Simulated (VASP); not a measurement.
# ScPdC4 (F-43m) in VASP: notebook, part 2 of 2

VASP 6.6.1. Earlier steps stand in the parts before.

### 3 Relaxation of cell and atoms, PBE

This run uses another cell than the first one, of 10.05 Å³/atom.

INCAR reads:

```
PREC = Accurate
ENCUT = 600
EDIFF = 1E-6
ISMEAR = 0
SIGMA = 0.1
LREAL = F
LASPH = T
NELM = 60
ALGO = Normal
ISIF = 3
LWAVE = F
LCHARG = F
GGA = PE
IBRION = 2
NSW = 100
EDIFFG = -0.01
```

KPOINTS reads:

```
regular mesh
0
Gamma
  10 10 10
```

POSCAR reads:

```
ScPdC4
1.0
    0.0000000000      3.1121384795      3.1121384795
    3.1121384795      0.0000000000      3.1121384795
    3.1121384795      3.1121384795      0.0000000000
Sc Pd C
1 1 4
Direct
    0.0000000000      0.0000000000      0.0000000000
    0.7500000000      0.7500000000      0.7500000000
    0.3750000000      0.8750000000      0.3750000000
    0.3750000000      0.3750000000      0.8750000000
    0.3750000000      0.3750000000      0.3750000000
    0.8750000000      0.3750000000      0.3750000000
```

Potentials or basis: VASP PAW PBE potentials, release 64 (Sc_sv, Pd, C).

Command:

```sh
$ cat potpaw_PBE.64/Sc_sv/POTCAR potpaw_PBE.64/Pd/POTCAR potpaw_PBE.64/C/POTCAR > POTCAR
$ mpirun -np 1 vasp_std > vasp.out
```

OUTCAR:

```text
PREC = Accurate
   ENCUT = 600
   EDIFF = 1E-6
   ISMEAR = 0
   LREAL = F
   LASPH = T
   NELM = 60
   ISIF = 3
   GGA = PE
   IBRION = 2
   NSW = 100
   EDIFFG = -0.01

 ion  position               nearest neighbor table
   1  0.000  0.000  0.000-   3 2.58   4 2.58   6 2.58   3 2.58   6 2.58   4 2.58   5 2.58   6 2.58
                             3 2.58   4 2.58   5 2.58   5 2.58   2 2.70   2 2.70   2 2.70   2 2.70
   2  0.750  0.750  0.750-   3 2.58   4 2.58   5 2.58   4 2.58   5 2.58   6 2.58   3 2.58   6 2.58
                             3 2.58   4 2.58   6 2.58   5 2.58   1 2.70   1 2.70   1 2.70   1 2.70
   3  0.375  0.875  0.375-   1 2.58   1 2.58   1 2.58   2 2.58   2 2.58   2 2.58
   4  0.375  0.375  0.875-   1 2.58   1 2.58   1 2.58   2 2.58   2 2.58   2 2.58
   5  0.375  0.375  0.375-   1 2.58   1 2.58   2 2.58   2 2.58   1 2.58   2 2.58
   6  0.875  0.375  0.375-   1 2.58   1 2.58   1 2.58   2 2.58   2 2.58   2 2.58

  LATTYP: Found a face centered cubic cell.
 ALAT       =     6.2242769590

  Lattice vectors:

 A1 = (   0.0000000000,   3.1121384795,   3.1121384795)
 A2 = (   3.1121384795,   0.0000000000,   3.1121384795)
 A3 = (   3.1121384795,   3.1121384795,   0.0000000000)

Analysis of symmetry for initial positions (statically):
=====================================================================
 Subroutine PRICEL returns:
 Original cell was already a primitive cell.

 Routine SETGRP: Setting up the symmetry group for a
 face centered cubic supercell.

 Subroutine GETGRP returns: Found 24 space group operations
 (whereof 24 operations were pure point group operations)
 out of a pool of 48 trial point group operations.

The static configuration has the point symmetry T_d .

Analysis of symmetry for dynamics (positions and initial velocities):
=====================================================================
 Subroutine PRICEL returns:
 Original cell was already a primitive cell.

 Routine SETGRP: Setting up the symmetry group for a
 face centered cubic supercell.

 Subroutine GETGRP returns: Found 24 space group operations
 (whereof 24 operations were pure point group operations)
 out of a pool of 48 trial point group operations.

The dynamic configuration has the point symmetry T_d .

 Subroutine INISYM returns: Found 24 space group operations
 (whereof 24 operations are pure point group operations),
 and found     1 'primitive' translations

----------------------------------------------------------------------------------------

                                     Primitive cell

  volume of cell :      60.2846

  direct lattice vectors                    reciprocal lattice vectors
     0.000000000  3.112138479  3.112138479    -0.160661231  0.160661231  0.160661231
     3.112138479  0.000000000  3.112138479     0.160661231 -0.160661231  0.160661231
     3.112138479  3.112138479  0.000000000     0.160661231  0.160661231 -0.160661231

  length of vectors
     4.401228446  4.401228446  4.401228446     0.278273415  0.278273415  0.278273415

  position of ions in fractional coordinates (direct lattice)
     0.000000000  0.000000000  0.000000000
     0.750000000  0.750000000  0.750000000
     0.375000000  0.875000000  0.375000000
     0.375000000  0.375000000  0.875000000
     0.375000000  0.375000000  0.375000000
     0.875000000  0.375000000  0.375000000

  ion indices of the primitive-cell ions
   primitive index   ion index
                 1           1
                 2           2
                 3           3
                 4           4
                 5           5
                 6           6
[... 64 lines left out ...]
   ISTART =      0    job   : 0-new  1-cont  2-samecut
   ICHARG =      2    charge: 1-file 2-atom 10-const
   ISPIN  =      1    spin polarized calculation?
   LNONCOLLINEAR =      F non collinear calculations
   LSORBIT =      F    spin-orbit coupling
   LASPH  =      T    aspherical Exc in radial PAW
   ENCUT  =  600.0 eV  44.10 Ry    6.64 a.u.   8.79  8.79  8.79*2*pi/ulx,y,z
   NELM   =     60;   NELMIN=  2; NELMDL= -5     # of ELM steps
   EDIFF  = 0.1E-05   stopping-criterion for ELM
   LREAL  =      F    real-space projection
   EDIFFG = -.1E-01   stopping-criterion for IOM
   NSW    =    100    number of steps for IOM
   IBRION =      2    ionic relax: 0-MD 1-quasi-New 2-CG
   NFREE  =      1    steps in history (QN), initial steepest desc. (CG)
   ISIF   =      3    stress and relaxation
   ISYM   =      2    0-nonsym 1-usesym 2-fastsym
   POTIM  = 0.5000    time-step for ionic-motion
   TEBEG  =    0.0;   TEEND  =   0.0 temperature during run
   PSTRESS=    0.0 pullay stress
   NELECT =      37.0000    total number of electrons
   NUPDOWN=      -1.0000    fix difference up-down
   EMIN   =  10.00;   EMAX   =-10.00  energy-range for DOS
   EFERMI =   0.00;   METHOD = LEGACY
   ISMEAR =     0;   SIGMA  =   0.10  broadening in eV -4-tet -1-fermi 0-gaus
   EFERMI_NEDOS =   21; number of points for ismear=-14 and -15
   IALGO  =     38    algorithm
   IMIX   =      4    mixing-type and parameters
     AMIX     =   0.40;   BMIX     =  1.00
     AMIX_MAG =   1.60;   BMIX_MAG =  1.00
  volume/ion in A,a.u.               =      10.05        67.80
  Fermi-wavevector in a.u.,A,eV,Ry     =   1.391254  2.629089 26.335278  1.935588
  Thomas-Fermi vector in A             =   2.515111
   LORBIT       =      0    0 simple, 1 ext, 2 COOP (PROOUT), +10 PAW based schemes
   GGA     = PE    functional components
   LHFCALC =     F    Hartree Fock is set to
   AEXX    =    0.0000 exact exchange contribution
   IVDW    =     0    specifies the selected vdW correction
   LEPSILON=     F    determine dielectric tensor
   LRPA    =     F    only Hartree local field effects (RPA)
 conjugate gradient relaxation of ions
 non-spin polarized calculation
 Gauss-broadening in eV      SIGMA  =   0.10
  energy-cutoff  :      600.00
  volume of cell :       60.28
 maximum number of plane-waves:      2044
   NGX = 17   NGY = 17   NGZ = 17

--------------------------------------- Ionic step        1  -------------------------------------------

 number of electron      36.9999999 magnetization

 Free energy of the ion-electron system (eV)
  ---------------------------------------------------
  ext. energy  EPLUGINS =         0.00000000
  ---------------------------------------------------
  free energy    TOTEN  =       -35.40488924 eV

  energy without entropy =      -35.38823080  energy(sigma->0) =      -35.39656002

------------------------ aborting loop because EDIFF is reached ----------------------------------------

  FORCE on cell =-STRESS in cart. coord.  units (eV):
  Direction    XX          YY          ZZ          XY          YZ          ZX
  --------------------------------------------------------------------------------------
  -------------------------------------------------------------------------------------
  Total       -1.1242132     -1.1242132     -1.1242132     -0.0000000      0.0000000     -0.0000000
  in kB      -29.8780695    -29.8780695    -29.8780695     -0.0000000      0.0000000     -0.0000000
  external PRESSURE =     -29.8780695 kB  Pullay stress =       0.0000000 kB
[... 101 lines left out ...]
  FREE ENERGIE OF THE ION-ELECTRON SYSTEM (eV)
  ---------------------------------------------------
  free  energy   TOTEN  =       -35.4296796847 eV

  energy  without entropy=      -35.4129442070  energy(sigma->0) =      -35.42131195

 E-fermi :  10.1761     XC(G=0): -13.4140

 val. band max:       10.1306658728   @ k =   0.1000   0.1000   0.0000
 cond. band min:      10.1863177087   @ k =   0.3000   0.3000   0.0000
 fundamental gap:      0.0556518359
 Fermi energy:        10.1760870792

 k-point     1 :       0.0000    0.0000    0.0000
  band No.  band energies     occupation
      1     -38.9242      2.00000
      2     -17.7402      2.00000
      3     -17.7402      2.00000
      4     -17.7402      2.00000
      5     -10.1882      2.00000
      6       0.5261      2.00000
[... 589 lines left out ...]
     21      12.7343      0.00000
     22      13.2026      0.00000

 [... further k-points ...]

[... ionic steps 4 to 33 ...]

--------------------------------------- Ionic step       34  -------------------------------------------

 number of electron      37.0000003 magnetization

------------------------ aborting loop because EDIFF is reached ----------------------------------------
[... 75 lines left out ...]
--------------------------------------- Ionic step       36  -------------------------------------------

 number of electron      37.0000003 magnetization

 Free energy of the ion-electron system (eV)
  ---------------------------------------------------
  ext. energy  EPLUGINS =         0.00000000
  ---------------------------------------------------
  free energy    TOTEN  =       -39.71079396 eV

  energy without entropy =      -39.69679047  energy(sigma->0) =      -39.70379222

 E-fermi :   6.3144     XC(G=0): -11.8846

 val. band max:        6.2971989881   @ k =  -0.2000   0.1000   0.0000
 cond. band min:       6.3448379784   @ k =   0.3000   0.1000   0.0000
 fundamental gap:      0.0476389903
 Fermi energy:         6.3144416326

 k-point     1 :       0.0000    0.0000    0.0000
  band No.  band energies     occupation
      1     -43.2912      2.00000
      2     -21.9253      2.00000
      3     -21.9253      2.00000
      4     -21.9253      2.00000
      5     -13.5255      2.00000
      6      -2.5364      2.00000
[... 624 lines left out ...]
  FREE ENERGIE OF THE ION-ELECTRON SYSTEM (eV)
  ---------------------------------------------------
  free  energy   TOTEN  =       -39.7107939642 eV

  energy  without entropy=      -39.6967904717  energy(sigma->0) =      -39.70379222

 reached required accuracy - stopping structural energy minimisation
```

CONTCAR:

```text
ScPdC4
   1.00000000000000
    -0.0000000000000000    3.1719779218294590    3.1719779218294595
     3.1719779218294595    0.0000000000000000    3.1719779218294595
     3.1719779218294595    3.1719779218294590    0.0000000000000000
  Sc              Pd              C
     1     1     4
Direct
     0.0000000000000000    0.0000000000000000    0.0000000000000000
     0.7500000000000000    0.7500000000000000    0.7500000000000000
     0.3384279552956454    0.9847161341130642    0.3384279552956455
     0.3384279552956455    0.3384279552956455    0.9847161341130642
     0.3384279552956455    0.3384279552956455    0.3384279552956454
     0.9847161341130642    0.3384279552956455    0.3384279552956455

  0.00000000E+00  0.00000000E+00  0.00000000E+00
  0.00000000E+00  0.00000000E+00  0.00000000E+00
  0.00000000E+00  0.00000000E+00  0.00000000E+00
  0.00000000E+00  0.00000000E+00  0.00000000E+00
  0.00000000E+00  0.00000000E+00  0.00000000E+00
  0.00000000E+00  0.00000000E+00  0.00000000E+00
```

Run time: 30 min. Hardware: 1 thread of Intel Xeon Platinum 8259CL at 2.50GHz (Skylake/Cascade Lake), shared host; peak memory 0.3 GiB.

What came out:

```
Free energy                           : -39.7108 eV
Relaxed volume                        : 10.64 Å³/atom
Relaxed cell                          : a = 4.486 Å, b = 4.486 Å, c = 4.486 Å, α = 60.00°, β = 60.00°, γ = 60.00°
Space group after relaxing (to 0.1 Å) : F-43m (No. 216)
Energy gained by relaxing             : 717.7 meV/atom
Ionic steps                           : 36
Pressure after relaxing               : -0.1 GPa
Band gap on the k mesh                : zero (an odd number of electrons rules out a gap without spin polarisation)
```

The path:
| step | energy change (eV) | largest force (eV/Å) | pressure (GPa) | volume (Å³) |
| --- | --- | --- | --- | --- |
| 1 | 0.0000 | 0.2093 | -2.99 | 60.28 |
| 2 | -0.0238 | 0.5340 | 1.32 | 58.66 |
| 3 | -0.0248 | 0.6216 | 2.58 | 58.23 |
| 4 | -0.0386 | 0.8405 | 3.56 | 57.91 |
| 5 | -0.1031 | 1.4873 | 6.67 | 56.96 |
| 6 | -0.3242 | 2.6317 | 13.65 | 55.09 |
| 7 | -0.9508 | 4.0015 | 31.28 | 51.48 |
| 8 | 0.0065 | 1.6839 | 103.36 | 44.73 |
| 9 | -1.0690 | 3.9913 | 40.78 | 50.02 |
| 10 | -1.0338 | 2.3684 | 69.48 | 46.95 |
| 11 | -1.1606 | 3.6176 | 52.02 | 48.62 |
| 12 | -1.1594 | 3.3631 | 56.55 | 48.14 |
| 13 | -1.1604 | 3.3483 | 56.73 | 48.12 |
| 14 | -1.1628 | 3.3027 | 57.38 | 48.06 |
| 15 | -1.1659 | 3.2060 | 58.66 | 47.94 |
| 16 | -1.1650 | 2.9914 | 61.30 | 47.70 |
| 17 | -1.1667 | 3.1188 | 59.78 | 47.84 |
| 18 | -1.1712 | 3.1160 | 59.73 | 47.84 |
| 19 | -1.1845 | 3.1083 | 59.56 | 47.87 |
| 20 | -1.2112 | 3.0943 | 59.25 | 47.91 |
| 21 | -1.2641 | 3.0679 | 58.65 | 48.01 |
| 22 | -1.3684 | 3.0097 | 57.43 | 48.19 |
| 23 | -1.5715 | 2.8882 | 55.09 | 48.57 |
| 24 | -1.9537 | 2.5979 | 50.57 | 49.32 |
| 25 | -2.6156 | 1.8766 | 42.42 | 50.85 |
| 26 | -3.5169 | 0.0215 | 30.23 | 54.01 |
| 27 | -3.5136 | 5.5563 | 20.82 | 60.71 |
| 28 | -3.8141 | 2.6367 | 23.29 | 57.43 |
| 29 | -4.0803 | 1.3889 | 15.24 | 58.94 |
| 30 | -4.2728 | 0.6969 | 1.26 | 62.34 |
| 31 | -4.2746 | 0.5641 | 2.17 | 62.07 |
| 32 | -4.2746 | 0.5175 | 2.51 | 61.98 |
| 33 | -4.2850 | 0.4277 | 1.99 | 62.31 |
| 34 | -4.3036 | 0.1542 | 0.58 | 63.30 |
| 35 | -4.3059 | 0.0144 | -0.07 | 63.79 |
| 36 | -4.3059 | 0.0024 | -0.12 | 63.83 |

Final structure:
```cif
data_structure
_symmetry_space_group_name_H-M 'P 1'
_symmetry_Int_Tables_number 1
_cell_length_a 4.4859
_cell_length_b 4.4859
_cell_length_c 4.4859
_cell_angle_alpha 60.000
_cell_angle_beta 60.000
_cell_angle_gamma 60.000
_cell_volume 63.83
loop_
_atom_site_label
_atom_site_type_symbol
_atom_site_fract_x
_atom_site_fract_y
_atom_site_fract_z
_atom_site_occupancy
Sc1 Sc 0.00000 0.00000 0.00000 1
Pd1 Pd 0.75000 0.75000 0.75000 1
C1 C 0.33843 0.98472 0.33843 1
C2 C 0.33843 0.33843 0.98472 1
C3 C 0.33843 0.33843 0.33843 1
C4 C 0.98472 0.33843 0.33843 1
```
